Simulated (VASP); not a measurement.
A run of VASP 6.6.1 is set up as follows.

Contents of INCAR:

```
SYSTEM = Ta
AGGAC    = 1.0          
AGGAX    = 1.0          
ALDAC    = 0.0          
ALDAX    = 1.0          
ALGO     = Normal         ! electronic algorithm
EDIFF    = 1E-6           ! SCF threshold, eV
ENCUT    = 520            ! plane-wave cutoff, eV
GGA      = B5             ! functional
ISIF     = 2              ! what is computed and relaxed
ISMEAR   = -1             ! smearing method
LASPH    = .True.         ! aspherical terms in the spheres
LCHARG   = .False.        ! write CHGCAR
LREAL    = .False.        ! projectors in reciprocal space
LWAVE    = .False.        ! write WAVECAR
NBANDS   = 24             ! bands
NELM     = 80             ! most SCF steps
PREC     = Accurate       ! precision mode
SIGMA    = 0.1            ! smearing width, eV
```

KPOINTS

```
k-points
0
Gamma
  8 8 13
  0 0 0
```

The input POSCAR:

```
Ta
1.0
    4.7162291067      0.0000000000      0.0000000000
   -2.3581145533      4.0843742165      0.0000000000
    0.0000000000      0.0000000000      2.6392231374
Ta
3
Direct
    1.0000000000      1.0000000000      0.0000000000
    0.3333333333      0.6666666667      0.5000000000
    0.6666666667      0.3333333333      0.5000000000
```

Potentials or basis: VASP PAW PBE potentials, release 64 (Ta_pv).

Run with:

```sh
$ cat potpaw_PBE.64/Ta_pv/POTCAR > POTCAR
$ mpirun -np 1 vasp_std > vasp.out
```

(1) Predict the pressure.

(2) Estimate the band gap on the k mesh.

## Answers

(1) 29.4 GPa.

(2) zero (an odd number of electrons rules out a gap without spin polarisation).

Caveat: the cell stands under pressure; the PAW data sets were made with another functional, which shifts forces and pressure a little; spin-orbit coupling is left out, which moves the levels of the heavy elements.
